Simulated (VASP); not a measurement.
Runs of VASP 6.6.1 on Bi. The structure is that of space group I4/mmm (No. 139), or close to it. The cells are those of the table. 

```tsv
cell	k mesh	gap on the mesh (eV)	pressure (GPa)
a = 6.104 Å, angles 93.6, 93.6, 150.9°, 1 atom	16 × 16 × 16	none	-1.8
a = 6.408 Å, angles 92.6, 92.6, 155.5°, 1 atom	14 × 14 × 14	none	1.4
a = 6.189 Å, angles 93.1, 93.1, 153.3°, 1 atom	6 × 6 × 6	none	0.9
a = 6.641 Å, angles 92.6, 92.6, 155.4°, 1 atom	16 × 16 × 16	none	(a)
```

Alike in all rows: task single point; level PBEsol; potentials or basis VASP PAW PBE potentials, release 64 (Bi_d); no spin polarisation; cutoff (eV) 520; smearing gaussian 0.1 eV.

**Question.** Fill in the values left out.

**Answer.** (a) 0.1.

Caveats: some runs use coarse meshes; the PAW data sets were made with another functional, which shifts forces and pressure a little; spin-orbit coupling is left out, which moves the levels of the heavy elements.

A k mesh can miss the band edges, and the runs leave out spin-orbit coupling on Bi.

A gap of «none» marks levels without a gap at the run's occupations.
